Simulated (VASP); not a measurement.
A run of VASP 6.6.1 is set up as follows.

The input INCAR:

```
  PREC = Accurate
  ENCUT = 520
  EDIFF = 1E-6
  ISMEAR = -1
  SIGMA = 0.05
  LREAL = False
  LASPH = True
  NELM = 100
  ALGO = Normal
  ISIF = 2
  LWAVE = False
  LCHARG = True
  GGA = PE
  LELF = True
  LVHAR = True
  NBANDS = 17
```

The input KPOINTS:

```
regular mesh
0
Gamma
  16 16 16
```

POSCAR

```
Pt
1.0
   -2.1226212805      2.1226212805      1.1426294115
    2.1226212805     -2.1226212805      1.1426294115
    2.1226212805      2.1226212805     -1.1426294115
Pt
2
Direct
   -0.3750000000     -0.1250000000     -0.2500000000
    0.3750000000      0.1250000000      0.2500000000
```

Potentials or basis: VASP PAW PBE potentials, release 64 (Pt).

Launch:

```sh
$ cat potpaw_PBE.64/Pt/POTCAR > POTCAR
$ mpirun -np 1 vasp_std > vasp.out
```

Estimate the band gap on the k mesh.

zero (bands 10 and 11 overlap by 4.07 eV).

What does it give for the pressure?

389.9 GPa.

Stress tensor (GPa, compression positive):
```
388.27   0.00   0.00
  0.00 388.27   0.00
  0.00   0.00 393.28
```

Caveat: the stress differs along the axes, from 388 to 393 GPa; spin-orbit coupling is left out, which moves the levels of the heavy elements.
